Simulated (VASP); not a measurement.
# AlN (P2_1/m) in VASP: further runs

The runs below take AlN through single point, with PBEsol.

Everything below comes from runs of VASP 6.6.1. Logs are shortened: lines on timing, memory, paths and dates and some standing lists are left out, and cuts for length are marked.

### 1 The cell of the first run

The structure is monoclinic, space group P2_1/m (No. 11). The conventional cell has a = 3.298 Å, b = 4.188 Å, c = 3.312 Å, α = 90.00°, β = 119.57°, γ = 90.00°. Al (site symmetry m) has 5 N at 1.90 to 2.09 Å within 2.5 Å. N (site symmetry m) has 5 Al at 1.90 to 2.09 Å within 2.5 Å.

### 2 Single point, PBEsol

Contents of INCAR:

```
SYSTEM = AlN
  ALGO = Normal
  EDIFF = 1E-6
  ENCUT = 520
  GGA = PS
  ISIF = 2
  ISMEAR = 0
  LASPH = .TRUE.
  LCHARG = .FALSE.
  LREAL = .FALSE.
  LWAVE = .FALSE.
  NBANDS = 16
  NELM = 80
  PREC = Accurate
  SIGMA = 0.05
```

Contents of KPOINTS:

```
k-points
0
G
  12 12 6
  0 0 0
```

Contents of POSCAR:

```
AlN
1.0
    3.3121160000      0.0165605800      0.0000000000
   -1.6417161200      2.8600957100      0.0000000000
    0.0000000000      0.0000000000      4.1875630000
Al N
2 2
Direct
    0.3333333333      0.6666666667      0.7500000000
    0.6666666667      0.3333333333      0.2500000000
    0.3333333333      0.6666666667      0.2500000000
    0.6666666667      0.3333333333      0.7500000000
```

Potentials or basis: VASP PAW PBE potentials, release 64 (Al, N).

The run is started by

```bash
> cat potpaw_PBE.64/Al/POTCAR potpaw_PBE.64/N/POTCAR > POTCAR
> mpirun -np 1 vasp_std > vasp.out
```

OUTCAR:

```text
SYSTEM = AlN
   EDIFF = 1E-6
   ENCUT = 520
   GGA = PS
   ISIF = 2
   ISMEAR = 0
   LASPH = .TRUE.
   LREAL = .FALSE.
   NELM = 80
   PREC = Accurate

 ion  position               nearest neighbor table
   1  0.333  0.667  0.750-   4 1.90   4 1.91   4 1.92   3 2.09   3 2.09   2 2.83   2 2.83   2 2.84
                             2 2.84   2 2.84   2 2.84
   2  0.667  0.333  0.250-   3 1.90   3 1.91   3 1.92   4 2.09   4 2.09   1 2.83   1 2.83   1 2.84
                             1 2.84   1 2.84   1 2.84
   3  0.333  0.667  0.250-   2 1.90   2 1.91   2 1.92   1 2.09   1 2.09
   4  0.667  0.333  0.750-   1 1.90   1 1.91   1 1.92   2 2.09   2 2.09

  Warning from LATTYP: Monoclinic adjustment (A1->A3, A2->A1, A3->A2)!
  LATTYP: Found a simple monoclinic cell.
 ALAT       =     3.2977839967
 B/A-ratio  =     1.2698111836
 C/A-ratio  =     1.0043585039
 COS(beta)  =    -0.4934814714

  Lattice vectors:

 A1 = (  -1.6417161200,   2.8600957100,   0.0000000000)
 A2 = (   0.0000000000,   0.0000000000,   4.1875630000)
 A3 = (   3.3121160000,   0.0165605800,   0.0000000000)

Analysis of symmetry for initial positions (statically):
=====================================================================
 Subroutine PRICEL returns:
 Original cell was already a primitive cell.

 Routine SETGRP: Setting up the symmetry group for a
 simple monoclinic supercell.

 Subroutine GETGRP returns: Found  4 space group operations
 (whereof  2 operations were pure point group operations)
 out of a pool of  4 trial point group operations.

The static configuration has the point symmetry S_2 .
 The point group associated with its full space group is C_2h.

Analysis of symmetry for dynamics (positions and initial velocities):
=====================================================================
 Subroutine PRICEL returns:
 Original cell was already a primitive cell.

 Routine SETGRP: Setting up the symmetry group for a
 simple monoclinic supercell.

 Subroutine GETGRP returns: Found  4 space group operations
 (whereof  2 operations were pure point group operations)
 out of a pool of  4 trial point group operations.

The dynamic configuration has the point symmetry S_2 .
 The point group associated with its full space group is C_2h.

 Subroutine INISYM returns: Found  4 space group operations
 (whereof  2 operations are pure point group operations),
 and found     1 'primitive' translations

----------------------------------------------------------------------------------------

                                     Primitive cell

  volume of cell :      39.7825

  direct lattice vectors                    reciprocal lattice vectors
     3.312116000  0.016560580  0.000000000     0.301057746  0.172809376  0.000000000
    -1.641716120  2.860095710  0.000000000    -0.001743190  0.348638045  0.000000000
     0.000000000  0.000000000  4.187563000     0.000000000  0.000000000  0.238802377

  length of vectors
     3.312157401  3.297783997  4.187563000     0.347129438  0.348642403  0.238802377

  position of ions in fractional coordinates (direct lattice)
     0.333333333  0.666666667  0.750000000
     0.666666667  0.333333333  0.250000000
     0.333333333  0.666666667  0.250000000
     0.666666667  0.333333333  0.750000000

  ion indices of the primitive-cell ions
   primitive index   ion index
                 1           1
                 2           2
                 3           3
                 4           4

----------------------------------------------------------------------------------------

 KPOINTS: k-points

Automatic generation of k-mesh.
 Grid dimensions read from file:
 generate k-points for:   12   12    6

 Generating k-lattice:

  Cartesian coordinates                     Fractional coordinates (reciprocal lattice)
     0.025088145  0.014400781  0.000000000     0.083333333  0.000000000  0.000000000
    -0.000145266  0.029053170  0.000000000     0.000000000  0.083333333  0.000000000
     0.000000000  0.000000000  0.039800396     0.000000000  0.000000000  0.166666667

  Length of vectors
     0.028927453  0.029053534  0.039800396

  Shift w.r.t. Gamma in fractional coordinates (k-lattice)
     0.000000000  0.000000000  0.000000000

 Subroutine IBZKPT returns following result:
 ===========================================

 Found    296 irreducible k-points:

 Following reciprocal coordinates:
            Coordinates               Weight
  0.000000  0.000000  0.000000      1.000000
  0.083333 -0.000000  0.000000      2.000000
  0.166667 -0.000000  0.000000      2.000000
  0.250000 -0.000000  0.000000      2.000000
  0.333333 -0.000000  0.000000      2.000000
  0.416667 -0.000000  0.000000      2.000000
[... 16 lines left out ...]
  0.250000  0.166667  0.000000      2.000000
  0.333333  0.166667  0.000000      2.000000
 [... further k-points ...]
   k-points           NKPTS =    296   k-points in BZ     NKDIM =    296   number of bands    NBANDS=     16
   number of dos      NEDOS =    301   number of ions     NIONS =      4
   total plane-waves  NPLWV =  25088
   dimension x,y,z NGX =    28 NGY =   28 NGZ =   32
   dimension x,y,z NGXF=    56 NGYF=   56 NGZF=   64
   ions per type =               2   2
   NGX,Y,Z   is equivalent  to a cutoff of  14.05, 14.12, 12.70 a.u.
   NGXF,Y,Z  is equivalent  to a cutoff of  28.11, 28.23, 25.41 a.u.
 SYSTEM =  AlN
   PREC   = accura    normal or accurate (medium, high low for compatibility)
   ISTART =      0    job   : 0-new  1-cont  2-samecut
   ICHARG =      2    charge: 1-file 2-atom 10-const
   ISPIN  =      1    spin polarized calculation?
   LNONCOLLINEAR =      F non collinear calculations
   LSORBIT =      F    spin-orbit coupling
   LASPH  =      T    aspherical Exc in radial PAW
   ENCUT  =  520.0 eV  38.22 Ry    6.18 a.u.   6.16  6.13  7.79*2*pi/ulx,y,z
   NELM   =     80;   NELMIN=  2; NELMDL= -5     # of ELM steps
   EDIFF  = 0.1E-05   stopping-criterion for ELM
   LREAL  =      F    real-space projection
   EDIFFG = 0.1E-04   stopping-criterion for IOM
   NSW    =      0    number of steps for IOM
   IBRION =     -1    ionic relax: 0-MD 1-quasi-New 2-CG
   NFREE  =      0    steps in history (QN), initial steepest desc. (CG)
   ISIF   =      2    stress and relaxation
   ISYM   =      2    0-nonsym 1-usesym 2-fastsym
   POTIM  = 0.5000    time-step for ionic-motion
   TEBEG  =    0.0;   TEEND  =   0.0 temperature during run
   PSTRESS=    0.0 pullay stress
   NELECT =      16.0000    total number of electrons
   NUPDOWN=      -1.0000    fix difference up-down
   EMIN   =  10.00;   EMAX   =-10.00  energy-range for DOS
   EFERMI =   0.00;   METHOD = LEGACY
   ISMEAR =     0;   SIGMA  =   0.05  broadening in eV -4-tet -1-fermi 0-gaus
   EFERMI_NEDOS =   21; number of points for ismear=-14 and -15
   IALGO  =     38    algorithm
   IMIX   =      4    mixing-type and parameters
     AMIX     =   0.40;   BMIX     =  1.00
     AMIX_MAG =   1.60;   BMIX_MAG =  1.00
  volume/ion in A,a.u.               =       9.95        67.12
  Fermi-wavevector in a.u.,A,eV,Ry     =   1.208419  2.283580 19.868259  1.460276
  Thomas-Fermi vector in A             =   2.344027
   LORBIT       =      0    0 simple, 1 ext, 2 COOP (PROOUT), +10 PAW based schemes
   GGA     = PS    functional components
   LHFCALC =     F    Hartree Fock is set to
   AEXX    =    0.0000 exact exchange contribution
   IVDW    =     0    specifies the selected vdW correction
   LEPSILON=     F    determine dielectric tensor
   LRPA    =     F    only Hartree local field effects (RPA)
 non-spin polarized calculation
 Gauss-broadening in eV      SIGMA  =   0.05
  energy-cutoff  :      520.00
  volume of cell :       39.78
 maximum number of plane-waves:      1092
 NGX is ok and might be reduce to    28
   NGX = 13   NGY = 13   NGZ = 15

 number of electron      15.9999999 magnetization

 Free energy of the ion-electron system (eV)
  ---------------------------------------------------
  ext. energy  EPLUGINS =         0.00000000
  ---------------------------------------------------
  free energy    TOTEN  =       -30.93569374 eV

  energy without entropy =      -30.93569374  energy(sigma->0) =      -30.93569374

 E-fermi :   8.1105     XC(G=0): -11.3530

 val. band max:        7.8597841773   @ k =   0.0000   0.0000   0.0000
 cond. band min:      11.0468138765   @ k =   0.0000   0.0000   0.0000
 fundamental gap:      3.1870296992
 Fermi energy:         8.1105123508

 k-point     1 :       0.0000    0.0000    0.0000
  band No.  band energies     occupation
      1      -8.9061      2.00000
      2      -5.2331      2.00000
      3       0.9377      2.00000
      4       4.5567      2.00000
      5       4.5967      2.00000
      6       6.2222      2.00000
[... 8 lines left out ...]
     15      19.5004      0.00000
     16      19.6520      0.00000

 k-point     2 :       0.0833   -0.0000    0.0000
  band No.  band energies     occupation
      1      -8.8270      2.00000
      2      -5.2300      2.00000
      3       1.0227      2.00000
      4       4.2559      2.00000
      5       4.4791      2.00000
      6       5.9302      2.00000
[... 8 lines left out ...]
     15      19.2763      0.00000
     16      19.3647      0.00000

 k-point     3 :       0.1667   -0.0000    0.0000
  band No.  band energies     occupation
      1      -8.5954      2.00000
      2      -5.2357      2.00000
      3       1.2739      2.00000
      4       3.5157      2.00000
      5       4.2071      2.00000
      6       5.2964      2.00000
[... 8 lines left out ...]
     15      18.6648      0.00000
     16      19.8286      0.00000

 k-point     4 :       0.2500   -0.0000    0.0000
  band No.  band energies     occupation
      1      -8.2299      2.00000
      2      -5.2908      2.00000
      3       1.6778      2.00000
      4       2.6603      2.00000
      5       3.8996      2.00000
      6       4.6243      2.00000
[... 8 lines left out ...]
     15      17.9821      0.00000
     16      20.2906      0.00000
[... 324 lines left out ...]
 k-point    22 :       0.1667    0.1667    0.0000
  band No.  band energies     occupation
      1      -8.0202      2.00000
      2      -5.3378      2.00000
      3       1.9145      2.00000
      4       2.7350      2.00000
      5       2.9289      2.00000
      6       4.8645      2.00000
[... 8 lines left out ...]
     15      18.6359      0.00000
     16      20.2342      0.00000

 k-point    23 :       0.2500    0.1667    0.0000
  band No.  band energies     occupation
      1      -7.5783      2.00000
      2      -5.5057      2.00000
      3       1.9765      2.00000
      4       2.4286      2.00000
      5       2.8364      2.00000
      6       4.4184      2.00000
[... 8 lines left out ...]
     15      19.6969      0.00000
     16      20.4308      0.00000

 k-point    24 :       0.3333    0.1667    0.0000
  band No.  band energies     occupation
      1      -7.1211      2.00000
      2      -5.7625      2.00000
      3       1.4574      2.00000
      4       2.9572      2.00000
      5       2.9886      2.00000
      6       3.9033      2.00000
[... 8 lines left out ...]
     15      20.2979      0.00000
     16      20.6028      0.00000

 [... further k-points ...]
[... 5 lines left out ...]
  --------------------------------------------------------------------------------------
  -------------------------------------------------------------------------------------
  Total       -0.7913169     -0.7951816     -1.0231498     -0.4110024      0.0000000      0.0000000
  in kB      -31.8690363    -32.0246793    -41.2057388    -16.5524714      0.0000000      0.0000000
  external PRESSURE =     -35.0331515 kB  Pullay stress =       0.0000000 kB

 VOLUME and BASIS-vectors are now :
 -----------------------------------------------------------------------------
  energy-cutoff  :      520.00
  volume of cell :       39.78
      direct lattice vectors                 reciprocal lattice vectors
     3.312116000  0.016560580  0.000000000     0.301057746  0.172809376  0.000000000
    -1.641716120  2.860095710  0.000000000    -0.001743190  0.348638045  0.000000000
     0.000000000  0.000000000  4.187563000     0.000000000  0.000000000  0.238802377

 POSITION                                       TOTAL-FORCE (eV/Angst)
 -----------------------------------------------------------------------------------
      0.00956      1.91225      3.14067        -0.107683      0.002296      0.000000
      1.66084      0.96441      1.04689         0.107683     -0.002296      0.000000
      0.00956      1.91225      1.04689        -0.133090      0.002247      0.000000
      1.66084      0.96441      3.14067         0.133090     -0.002247     -0.000000
 -----------------------------------------------------------------------------------
    total drift:                                0.000000     -0.000000      0.000000

  FREE ENERGIE OF THE ION-ELECTRON SYSTEM (eV)
  ---------------------------------------------------
  free  energy   TOTEN  =       -30.9356937390 eV

  energy  without entropy=      -30.9356937390  energy(sigma->0) =      -30.93569374
```

Wall time 2.7 min (1 thread of Intel Xeon 8259CL, shared host); peak memory 0.28 GiB.

Results:

| Item | Value |
| --- | --- |
| Free energy | -30.9357 eV |
| Pressure | -3.5 GPa |
| Largest force | 0.133 eV/Å |
| Band gap on the k mesh | 3.19 eV |

Forces in eV/Å, atoms in the order of the input:
```
Al  -0.108  0.002  0.000
Al   0.108 -0.002  0.000
N   -0.133  0.002  0.000
N    0.133 -0.002  0.000
```

Caveat: the cell stands under tension; the PAW data sets were made with another functional, which shifts forces and pressure a little. A k mesh can miss the band edges.

### 3 Single point, PBEsol

Contents of INCAR:

```
SYSTEM = AlN
  PREC = Accurate
  ENCUT = 520
  EDIFF = 1E-6
  ISMEAR = 0
  SIGMA = 0.05
  LREAL = .FALSE.
  LASPH = .TRUE.
  NELM = 100
  ALGO = Normal
  ISIF = 2
  LWAVE = .FALSE.
  LCHARG = .TRUE.
  GGA = PS
  LELF = .TRUE.
  LVHAR = .TRUE.
  NBANDS = 16
```

Contents of KPOINTS:

```
Automatic mesh
0
G
  12 12 6
  0 0 0
```

Changes to POSCAR since step 2:

```diff
@@ -2,4 +2,4 @@
 1.0
-    3.3121160000      0.0165605800      0.0000000000
-   -1.6417161200      2.8600957100      0.0000000000
+    3.3121160000      0.0331211600      0.0000000000
+   -1.6273742400      2.8518154200      0.0000000000
     0.0000000000      0.0000000000      4.1875630000
```

Potentials or basis: VASP PAW PBE potentials, release 64 (Al, N).

The run is started by

```bash
> cat potpaw_PBE.64/Al/POTCAR potpaw_PBE.64/N/POTCAR > POTCAR
> mpirun -np 1 vasp_std > vasp.out
```

It took 2.4 min on 1 thread of Intel Xeon 8259CL, shared host; peak memory 0.27 GiB.

The run converged. Its results:

* Free energy: -30.9296 eV
* Pressure: -3.5 GPa
* Largest force: 0.267 eV/Å
* Band gap on the k mesh: 3.19 eV

Forces in eV/Å, atoms in the order of the input:
```
Al  -0.216  0.009  0.000
Al   0.216 -0.009  0.000
N   -0.267  0.009  0.000
N    0.267 -0.009  0.000
```

Stress tensor (GPa, compression positive):
```
-3.08 -3.31  0.00
-3.31 -3.14  0.00
 0.00  0.00 -4.14
```

Levels at points of the mesh, in eV from the valence-band top:
```tsv
k point	band 4	band 5	band 6	band 7	band 8	band 9	band 10	band 11	band 12	band 13
(0.00, 0.00, 0.00)	-3.32	-3.24	-1.66	-1.57	0.00	3.19	4.33	7.99	8.30	11.00
(0.50, 0.00, 0.00)	-4.83	-4.40	-4.32	-2.88	-1.41	3.91	7.07	7.15	9.20	9.24
(0.00, 0.50, 0.00)	-4.76	-4.50	-4.33	-2.92	-1.46	3.76	7.02	7.05	9.07	9.26
(0.50, 0.50, 0.00)	-4.69	-4.60	-4.34	-2.95	-1.51	3.61	6.89	7.04	8.90	9.32
(0.00, 0.00, 0.50)	-3.74	-2.53	-2.53	-2.45	-2.45	5.55	5.55	8.17	8.17	8.49
(0.50, 0.00, 0.50)	-7.32	-3.18	-3.18	-1.75	-1.75	5.05	5.05	9.16	9.16	11.26
(0.00, 0.50, 0.50)	-7.29	-3.26	-3.26	-1.76	-1.76	4.95	4.95	9.17	9.17	11.28
(0.50, 0.50, 0.50)	-7.27	-3.35	-3.35	-1.77	-1.77	4.86	4.86	9.18	9.18	11.37
```

Caveat: the cell stands under tension; the PAW data sets were made with another functional, which shifts forces and pressure a little.

(Part 1 of 2 ends here.)
